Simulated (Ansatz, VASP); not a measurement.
**One calculation of H3CCl, two programs**

```
CELL_PARAMETERS angstrom
9.02872 0.00000 0.00000
0.00000 9.02872 0.00000
0.00000 0.00000 9.02872
ATOMIC_POSITIONS crystal
C 0.63386 0.26564 0.29923
C 0.93679 0.93144 0.77487
C 0.86887 0.81228 0.37421
C 0.24534 0.20680 0.99326
C 0.82689 0.40479 0.82835
C 0.49244 0.60253 0.67674
C 0.18436 0.54102 0.26389
C 0.51831 0.85446 0.03136
Cl 0.58914 0.19848 0.48186
Cl 0.92931 0.95988 0.97228
Cl 0.03827 0.91579 0.36315
Cl 0.23921 0.37508 0.88747
Cl 0.79305 0.54122 0.96886
Cl 0.54352 0.79188 0.64113
Cl 0.19694 0.42991 0.42940
Cl 0.49352 0.84890 0.22893
H 0.66212 0.38362 0.30707
H 0.72838 0.20255 0.25685
H 0.53629 0.25005 0.22726
H 0.02373 0.85041 0.75217
H 0.82907 0.88989 0.73829
H 0.96265 0.03738 0.72185
H 0.78380 0.88201 0.42612
H 0.83492 0.78092 0.26138
H 0.88956 0.71346 0.44125
H 0.18270 0.12195 0.93398
H 0.36135 0.17436 0.00546
H 0.19502 0.22638 0.10198
H 0.74305 0.31798 0.83779
H 0.81981 0.45888 0.72014
H 0.93817 0.36049 0.84559
H 0.38129 0.58489 0.63173
H 0.57196 0.52988 0.62113
H 0.49518 0.58316 0.79650
H 0.27696 0.62015 0.26291
H 0.18983 0.46762 0.16739
H 0.07864 0.59999 0.26531
H 0.44678 0.94088 0.98576
H 0.63461 0.87855 0.00806
H 0.48743 0.74675 0.98583
```

Alike in both runs: functional PBE; dispersion D3(BJ); k mesh 1 × 1 × 1; occupations fermi-dirac, width 0.05 eV; no spin polarisation.

Ansatz relaxed the structure, and its values are those at the end. VASP's run is a single point on that final structure, the one shown.

|  | VASP | Ansatz |
| --- | --- | --- |
| version | VASP 6.6.1 | Ansatz 0.2.0 |
| potentials or method | VASP PAW PBE potentials, release 64 (C, Cl, H), cutoff 520 eV | scalar-relativistic, plane waves, PAW |
| valence electrons in the cell | 112 | 112 |

|  | VASP | Ansatz | Ansatz less VASP |
| --- | --- | --- | --- |
| rms of the force components (eV/Å) | 0.070 | 0.066 | -0.0040 |
